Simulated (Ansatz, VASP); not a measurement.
Ti: VASP beside Ansatz

File INCAR:

```
SYSTEM = Ti
PREC     = Accurate       ! precision mode
ENCUT    = 520            ! plane-wave cutoff, eV
EDIFF    = 1E-7           ! SCF threshold, eV
ISMEAR   = -1             ! smearing method
SIGMA    = 0.05           ! smearing width, eV
LREAL    = .False.        ! projectors in reciprocal space
LASPH    = .True.         ! aspherical terms in the spheres
NELM     = 80             ! most SCF steps
ALGO     = Normal         ! electronic algorithm
ISIF     = 2              ! what is computed and relaxed
LWAVE    = .False.        ! write WAVECAR
LCHARG   = .False.        ! write CHGCAR
GGA      = CA             ! functional
NBANDS   = 12             ! bands
```

Contents of KPOINTS:

```
Automatic mesh
0
Gamma
  14 14 14
  0 0 0
```

Contents of POSCAR:

```
Ti
1.0
    0.0000000000      2.0025642044      2.0025642044
    2.0025642044      0.0000000000      2.0025642044
    2.0025642044      2.0025642044      0.0000000000
Ti
1
Direct
    0.0000000000      0.0000000000      0.0000000000
```

Input for Ansatz:

```yaml
crystal:
  lattice:
    - [0.0, 2.0025642044, 2.0025642044]
    - [2.0025642044, 0.0, 2.0025642044]
    - [2.0025642044, 2.0025642044, 0.0]
  atoms:
    - { symbol: Ti, position: [0.0, 0.0, 0.0] }
kpoints:
  mp_grid: { grid: [14, 14, 14] }
  band_path:
    path:
      - [0.0, 0.0, 0.0]
      - [0.5, 0.0, 0.5]
      - [0.625, 0.25, 0.625]
      - [0.375, 0.375, 0.75]
      - [0.0, 0.0, 0.0]
      - [0.5, 0.5, 0.5]
      - [0.5, 0.25, 0.75]
      - [0.5, 0.0, 0.5]
    npoints: 5
scf:
  occupations: { method: fermi_dirac, width: 0.05 }
hamiltonian:
  xc: lda
  pseudopotentials: { kind: all_electron, lapw: { basis_error: 0.00025 } }
output:
  forces: true
  stress: true
  eigenvalues: true
```

Change from the starting cell: volume scaled by 0.96.

Alike in both runs: task single point; functional LDA; k mesh 14 × 14 × 14; occupations fermi-dirac, width 0.05 eV; no spin polarisation.

|  | VASP | Ansatz |
| --- | --- | --- |
| version | VASP 6.6.1 | Ansatz 0.2.0 |
| potentials or method | VASP PAW LDA potentials, release 64 (Ti_sv), cutoff 520 eV | all-electron LAPW, scalar-relativistic |

```csv
,VASP,Ansatz,Ansatz less VASP
pressure (GPa),-0.5,-0.3,+0.18
```

LDA's correlation is that of Perdew and Zunger in VASP and of Perdew and Wang (1992) in Ansatz. Ansatz ran all-electron here, and VASP with PAW potentials.
